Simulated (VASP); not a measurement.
Something may be wrong with this VASP 6.6.1 calculation of Tb.

The input POSCAR:

```
Tb
1.0
   -2.0100000000      2.0100000000      2.0100000000
    2.0100000000     -2.0100000000      2.0100000000
    2.0100000000      2.0100000000     -2.0100000000
Tb
1
Direct
    0.0000000000      0.0000000000      0.0000000000
```

The input INCAR.step1:

```
SYSTEM = Tb
GGA = PE
ISPIN = 2
MAGMOM = 6
LORBIT = 11
ISMEAR = 1
SIGMA = 0.1
LWAVE = .False.
LCHARG = .True.
NBANDS = 30
PREC = Accurate
LASPH = .True.
LREAL = .False.
ALGO = Normal
EDIFF = 1E-6
NELM = 200
GGA_COMPAT = .False.
ENCUT = 390
LMAXMIX = 6
KPAR = 2
```

KPOINTS.step1

```
k-points
0
Gamma
  11 11 11
```

INCAR.step2

```
SYSTEM = Tb
GGA = PE
ISPIN = 2
MAGMOM = 6
LORBIT = 11
ISMEAR = -5
LWAVE = .False.
LCHARG = .False.
NBANDS = 30
PREC = Accurate
LASPH = .True.
LREAL = .False.
ALGO = Normal
EDIFF = 1E-6
NELM = 98
GGA_COMPAT = .False.
ENCUT = 390
LMAXMIX = 6
NEDOS = 2001
EMIN = -14.0651
EMAX = 10.9349
ICHARG = 11
```

The input KPOINTS.step2:

```
Automatic mesh
0
Gamma
  1 1 1
  0 0 0
```

Potentials or basis: VASP PAW PBE potentials, release 64 (Tb).

Run with:

```bash
$ cat potpaw_PBE.64/Tb/POTCAR > POTCAR
$ cp INCAR.step1 INCAR
$ cp KPOINTS.step1 KPOINTS
$ mpirun -np 2 vasp_std > vasp.out
$ cp INCAR.step2 INCAR
$ cp KPOINTS.step2 KPOINTS
$ mpirun -np 2 vasp_std > vasp.out
```

OUTCAR:

```text
SYSTEM = Tb
   GGA = PE
   ISPIN = 2
   LORBIT = 11
   ISMEAR = -5
   PREC = Accurate
   LASPH = .True.
   LREAL = .False.
   EDIFF = 1E-6
   NELM = 98
   ENCUT = 390
   EMIN = -14.0651
   ICHARG = 11

|       ---->  I REFUSE TO CONTINUE WITH THIS SICK JOB ... BYE!!! <----       |
|                                                                             |
 -----------------------------------------------------------------------------
```

On the terminal:

```text
POSCAR found type information on POSCAR Tb
 POSCAR found :  1 types and       1 ions
[... 17 lines left out ...]

1
1
```

Task: How did it end, and where is the flaw?

Result: The program refused the input. The input holds a flaw that was put in on purpose: tetrahedra on too few k points (KPAR = left out; k = 1 × 1 × 1).

A sound run on the same cell differs in these lines of the main input:
```diff
@@ -15 +15 @@
-NELM = 98
+NELM = 200
@@ -22,0 +23 @@
+KPAR = 2
```
